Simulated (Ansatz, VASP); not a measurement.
## Si in VASP and in Ansatz

File INCAR:

```
SYSTEM = Si
PREC = Accurate
ENCUT = 520
EDIFF = 1E-7
ISMEAR = 0
SIGMA = 0.15
LREAL = .False.
LASPH = .True.
NELM = 80
ALGO = Normal
ISIF = 2
LWAVE = .False.
LCHARG = .False.
NBANDS = 26
```

The input KPOINTS:

```
Automatic mesh
0
Gamma
  10 10 8
  0 0 0
```

Contents of POSCAR:

```
Si
1.0
    4.5521371120     -2.4347064072      0.0000000000
    4.5521371120      2.4347064072      0.0000000000
    0.0000000000      0.0000000000      5.1944571535
Si
8
Direct
    0.5000000000      0.5000000000      0.7705063097
    0.5000000000      0.5000000000      0.2294936903
    1.0000000000      0.0000000000      0.2705063097
    0.0000000000      1.0000000000      0.7294936903
    0.7262158285      0.7262158285      0.5000000000
    0.2262158285      0.2262158285      0.0000000000
    0.2737841715      0.2737841715      0.5000000000
    0.7737841715      0.7737841715      0.0000000000
```

Input for Ansatz:

```yaml
crystal:
  lattice:
    - [4.552137112, -2.4347064072, 0.0]
    - [4.552137112, 2.4347064072, 0.0]
    - [0.0, 0.0, 5.1944571535]
  atoms:
    - { symbol: Si, position: [0.5, 0.5, 0.7705063097] }
    - { symbol: Si, position: [0.5, 0.5, 0.2294936903] }
    - { symbol: Si, position: [1.0, 0.0, 0.2705063097] }
    - { symbol: Si, position: [0.0, 1.0, 0.7294936903] }
    - { symbol: Si, position: [0.7262158285, 0.7262158285, 0.5] }
    - { symbol: Si, position: [0.2262158285, 0.2262158285, 0.0] }
    - { symbol: Si, position: [0.2737841715, 0.2737841715, 0.5] }
    - { symbol: Si, position: [0.7737841715, 0.7737841715, 0.0] }
basis:
  ecutwfc: 420
kpoints:
  mp_grid: { grid: [10, 10, 8] }
hamiltonian:
  xc: lda
scf:
  occupations: { method: gaussian, width: 0.15 }
output:
  forces: true
  stress: true
  eigenvalues: true
  write_density: true
  write_potential: true
  elf: true
  volumetric_format: npy
```

Change from the starting cell: strain -0.0250 x Voigt [0, 0, 1, 0, 0, 0], atoms carried along.

Alike in both runs: task single point; functional LDA; k mesh 10 × 10 × 8; occupations gaussian, width 0.15 eV; no spin polarisation.

|  | VASP | Ansatz |
| --- | --- | --- |
| version | VASP 6.6.1 | Ansatz 0.2.0 |
| potentials or method | VASP PAW LDA potentials, release 64 (Si), cutoff 520 eV | scalar-relativistic, plane waves, PAW |
| valence electrons in the cell | 32 | 32 |

|  | VASP | Ansatz | Ansatz less VASP |
| --- | --- | --- | --- |
| gap on the k mesh at the Fermi level (eV) | none | none | - |
| pressure (GPa) | 3.2 | 3.1 | -0.09 |
| traceless stress, the component that is largest in VASP (GPa) | 2.58 | 2.59 | +0.005 |
| rms of the force components (eV/Å) | 0.054 | 0.054 | +0.0002 |

LDA's correlation is that of Perdew and Zunger in VASP and of Perdew and Wang (1992) in Ansatz. Atom by atom the forces differ by 0.000 eV/Å (rms over components). A gap of «none» marks a metal or a gap that the smearing closes.
